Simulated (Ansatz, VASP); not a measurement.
**Re in VASP and in Ansatz**

```
CELL_PARAMETERS angstrom
2.82041 0.00000 0.00000
-1.41021 2.44255 0.00000
0.00000 0.00000 4.54996
ATOMIC_POSITIONS crystal
Re 0.33333 0.66667 0.25000
Re 0.66667 0.33333 0.75000
```

Alike in both runs: task single point; functional revPBE; k mesh 21 × 21 × 12; occupations fermi-dirac, width 0.1 eV; no spin polarisation.

|  | VASP | Ansatz |
| --- | --- | --- |
| version | VASP 6.6.1 | Ansatz 0.2.0 |
| potentials or method | VASP PAW PBE potentials, release 64 (Re), cutoff 520 eV | plane waves (420 eV) with PAW, scalar-relativistic |
| valence electrons in the cell | 14 | 30 |

VASP gave:

* pressure (GPa): -13.6
* traceless stress, the component that is largest in VASP (GPa): -0.13

Task: What did Ansatz give for the same quantities?

Result: Pressure (GPa): -12.8; traceless stress, the component that is largest in VASP (GPa): 0.01.

VASP's potentials were made for PBE, not for revPBE. VASP's potentials hold 14 valence electrons a cell and Ansatz's 30, so a difference there can come from the potentials and not from the codes.

Neither program's run includes spin-orbit coupling.
